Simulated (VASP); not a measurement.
Si3N4, 14 atoms in the cell. The structure is hexagonal, space group P6_3/m (No. 176). Conventional cell: a = 7.619 Å, b = 7.619 Å, c = 2.911 Å, α = 90.00°, β = 90.00°, γ = 120.00°. Si (site symmetry m) has 4 N at 1.73 to 1.74 Å within 2.3 Å. Within 2.3 Å of N (site symmetry m) lie 3 Si at 1.74 Å. N (site symmetry -6) has 3 Si at 1.73 Å within 2.3 Å. 

| Property | Result |
| --- | --- |
| Program | VASP 6.6.1 |
| Task | single point |
| Functional | PBE |
| Dispersion | D3(BJ) |
| Potentials or basis | VASP PAW PBE potentials, release 64 (Si, N) |
| Cutoff | 520 eV |
| k mesh | 6 × 6 × 8 |
| Occupations | gaussian, width 0.02 eV |
| Spin | no spin polarisation |
| Dipole correction | no |
| Further INCAR settings | ALGO = Normal; EDIFF = 1e-06; NBANDS = 45 |

Potentials or basis: VASP PAW PBE potentials, release 64 (Si, N).

The run is started by

```bash
$ cat potpaw_PBE.64/Si/POTCAR potpaw_PBE.64/N/POTCAR > POTCAR
$ mpirun -np 1 vasp_std > vasp.out
```

Hardware: 1 thread of Intel(R) Xeon(R) Platinum 8375C CPU @ 2.90GHz (Ice Lake), with other jobs on the host.

Problem. Estimate the wall time of this run.

Solution. Run time: 6.6 min on 1 thread of Intel(R) Xeon(R) Platinum 8375C CPU @ 2.90GHz (Ice Lake) (shared host), peak memory 0.38 GiB. Counts: scf iterations 15, k points 40.
